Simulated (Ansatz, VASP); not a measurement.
ZnAg in VASP and in Ansatz

INCAR

```
PREC = Accurate
ENCUT = 520
EDIFF = 1E-8
ISMEAR = -1
SIGMA = 0.03
LREAL = F
LASPH = T
NELM = 80
ALGO = Normal
ISIF = 2
LWAVE = F
LCHARG = F
LEFG = T
NBANDS = 18
```

The input KPOINTS:

```
Automatic mesh
0
Gamma
  12 12 12
```

POSCAR

```
ZnAg
1.0
    3.1560000000     -0.0315600000     -0.0315600000
   -0.0315600000      3.1560000000     -0.0315600000
   -0.0315600000     -0.0315600000      3.1560000000
Zn Ag
1 1
Direct
    0.5000000000      0.5000000000      0.5000000000
    0.0000000000      0.0000000000      0.0000000000
```

Input for Ansatz:

```yaml
crystal:
  lattice:
    - [3.156, -0.03156, -0.03156]
    - [-0.03156, 3.156, -0.03156]
    - [-0.03156, -0.03156, 3.156]
  atoms:
    - { symbol: Zn, position: [0.5, 0.5, 0.5] }
    - { symbol: Ag, position: [0.0, 0.0, 0.0] }
kpoints:
  mp_grid: { grid: [12, 12, 12] }
scf:
  occupations: { method: fermi_dirac, width: 0.03 }
hamiltonian:
  xc: lda
  pseudopotentials: { kind: all_electron, datasets: crystal }
output:
  forces: true
  stress: true
  eigenvalues: true
  efg: { contact_densities: true }
```

Change from the starting cell: equal xy, yz and zx shear strains of -2 %, crystal datasets.

Alike in both runs: task electric field gradients; functional LDA; k mesh 12 × 12 × 12; occupations fermi-dirac, width 0.03 eV; no spin polarisation.

```csv
,VASP,Ansatz
version,VASP 6.6.1,Ansatz 0.2.0
potentials or method,"VASP PAW LDA potentials, release 64 (Zn, Ag), cutoff 520 eV","all-electron PAW with datasets made for the crystal, scalar-relativistic"
```

VASP gave:

```
pressure (GPa)                                                : -7.5
traceless stress, the component that is largest in VASP (GPa) : 1.11
size of Vzz on the site where it differs most (V/Å²)          : 8.5
```

Question: What did Ansatz give for the same quantities?

Answer: Pressure (GPa): -7.9; traceless stress, the component that is largest in VASP (GPa): 1.08; size of Vzz on the site where it differs most (V/Å²): 4.3.

LDA's correlation is that of Perdew and Zunger in VASP and of Perdew and Wang (1992) in Ansatz. Ansatz ran all-electron here, and VASP with PAW potentials.
